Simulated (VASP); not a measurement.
Set up this calculation in VASP 6.6.1, as the native input.

* Task: single point
* Functional: PBEsol
* Potentials or basis: VASP PAW PBE potentials, release 64 (Ga_d, Ge_d)
* Cutoff: 520 eV
* k mesh: 14 × 14 × 14
* Occupations: gaussian, width 0.15 eV
* Spin: no spin polarisation
* Dipole correction: no
* Further INCAR settings: ALGO = Normal; EDIFF = 1e-07; NBANDS = 20

The structure of GaGe lies in POSCAR:

```
GaGe
1.0
    0.0000000000      2.8978440000      2.8978440000
    2.8978440000      0.0000000000      2.8978440000
    2.8978440000      2.8978440000      0.0000000000
Ga Ge
1 1
Direct
    0.7500000000      0.7500000000      0.7500000000
   -0.0061002834      0.0000000000      0.0000000000
```

This cell differs from its parent crystal: all Ge atoms moved +0.025 Å, as atom 2 towards its neighbour atom 2 (Ge) at 4.098 Å.

These files were run (other wordings do the same):

INCAR

```
ALGO = Normal
EDIFF = 1E-7
ENCUT = 520
GGA = PS
ISIF = 2
ISMEAR = 0
LASPH = T
LCHARG = T
LELF = T
LREAL = F
LVHAR = T
LWAVE = F
NBANDS = 20
NELM = 100
PREC = Accurate
SIGMA = 0.15
```

KPOINTS

```
k-points
0
Gamma
  14 14 14
```

Potentials or basis: VASP PAW PBE potentials, release 64 (Ga_d, Ge_d).

Run with:

```console
$ cat potpaw_PBE.64/Ga_d/POTCAR potpaw_PBE.64/Ge_d/POTCAR > POTCAR
$ mpirun -np 1 vasp_std > vasp.out
```

Results of the run:

The pressure is -2.5 GPa and the largest force is 0.103 eV/Å.

Caveat: the cell differs from its parent crystal (all Ge atoms moved +0.025 Å, as atom 2 towards its neighbour atom 2 (Ge) at 4.098 Å); the PAW data sets were made with another functional, which shifts forces and pressure a little.

Run time: 8.1 min on 1 thread of AMD EPYC 7R43 64-Core Processor (Zen 3), with other jobs on the host, peak memory 0.74 GiB.
